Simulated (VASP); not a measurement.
A run of VASP 6.6.1 is set up as follows.

The input INCAR:

```
SYSTEM = CoO
  ALGO = Normal
  EDIFF = 1E-8
  ENCUT = 520
  GGA = PE
  ISIF = 2
  ISMEAR = -1
  ISPIN = 2
  LASPH = .True.
  LCHARG = .False.
  LEFG = .True.
  LMAXMIX = 4
  LORBIT = 11
  LREAL = .False.
  LWAVE = .False.
  MAGMOM = 2 0
  NBANDS = 18
  NELM = 150
  PREC = Accurate
  SIGMA = 0.05
```

The input KPOINTS:

```
k-points
0
Gamma
  16 16 16
  0 0 0
```

The input POSCAR:

```
CoO
1.0
    0.0000000000      2.1315000000      2.0675550000
    2.1315000000      0.0000000000      2.0675550000
    2.1315000000      2.1315000000      0.0000000000
Co O
1 1
Direct
    0.0000000000      0.0000000000      0.0000000000
    0.5000000000      0.5000000000      0.5000000000
```

Potentials or basis: VASP PAW PBE potentials, release 64 (Co, O).

The run is started by

```bash
$ cat potpaw_PBE.64/Co/POTCAR potpaw_PBE.64/O/POTCAR > POTCAR
$ mpirun -np 1 vasp_std > vasp.out
```

**Question.** Estimate the site moments.

**Answer.** Co +2.48; O +0.27 μB.

**Question.** What does it give for the pressure?

**Answer.** 2.8 GPa.

**Question.** What does it give for the net moment?

**Answer.** 2.80 μB per cell.

Stress tensor (GPa, compression positive):
```
2.52 0.00 0.00
0.00 2.52 0.00
0.00 0.00 3.32
```

Caveat: the cell differs from its parent crystal (zz strain of -3 %); without QUAD_EFG the Cq values of the log hold for a quadrupole moment of 1 mb, not for the nuclei; a cell with one magnetic atom can't hold antiferromagnetic order, which such compounds often take.
